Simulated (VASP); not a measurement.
Set up this calculation in VASP 6.6.1, as the native input.

| Quantity | Value |
| --- | --- |
| Task | electric field gradients |
| Functional | PBEsol |
| Potentials or basis | VASP PAW PBE potentials, release 64 (Hg_sv_GW) |
| Cutoff | 410 eV |
| k mesh | 8 × 8 × 9 |
| Occupations | fermi-dirac, width 0.05 eV |
| Spin | no spin polarisation |
| Dipole correction | no |
| Further INCAR settings | ALGO = Normal; EDIFF = 1e-08; NBANDS = 37 |

The structure of Hg lies in POSCAR:

```
Hg
1.0
    4.5400020208      0.0000000000      0.0000000000
   -2.2700010104      3.9317570832      0.0000000000
    0.0000000000      0.0000000000      3.8313000000
Hg
3
Direct
    0.3333333333      0.6666666667      0.5000000000
    0.0000000000      0.0000000000      0.0000000000
    0.6666666667      0.3333333333      0.5000000000
```

This cell differs from its parent crystal: zz strain of -1 %.

One way to write it, as run:

INCAR

```
SYSTEM = Hg
PREC     = Accurate       ! precision mode
ENCUT    = 410            ! plane-wave cutoff, eV
EDIFF    = 1E-8           ! SCF threshold, eV
ISMEAR   = -1             ! smearing method
SIGMA    = 0.05           ! smearing width, eV
LREAL    = .FALSE.        ! projectors in reciprocal space
LASPH    = .TRUE.         ! aspherical terms in the spheres
NELM     = 120            ! most SCF steps
ALGO     = Normal         ! electronic algorithm
ISIF     = 2              ! what is computed and relaxed
LWAVE    = .FALSE.        ! write WAVECAR
LCHARG   = .FALSE.        ! write CHGCAR
GGA      = PS             ! functional
LEFG     = .TRUE.       
NBANDS   = 37             ! bands
GGA_COMPAT= .FALSE.
```

KPOINTS

```
Automatic mesh
0
G
  8 8 9
  0 0 0
```

Potentials or basis: VASP PAW PBE potentials, release 64 (Hg_sv_GW).

Launch:

```console
$ cat potpaw_PBE.64/Hg_sv_GW/POTCAR > POTCAR
$ mpirun -np 1 vasp_std > vasp.out
```

Results of the run:

The pressure is 5.4 GPa. The band gap on the k mesh is zero (bands 30 and 31 overlap by 5.08 eV). The largest electric field gradient by atom is Hg +286.0, +39.3 (each value once) V/Å².

Caveat: the cell differs from its parent crystal (zz strain of -1 %); the stress differs along the axes, from -3 to 10 GPa; without QUAD_EFG the Cq values of the log hold for a quadrupole moment of 1 mb, not for the nuclei; the PAW data sets were made with another functional, which shifts forces and pressure a little; spin-orbit coupling is left out, which moves the levels of the heavy elements.

Wall time 54 s on 1 thread of Intel(R) Xeon(R) 6975P-C (Granite Rapids), on a shared host, peak memory 0.21 GiB.
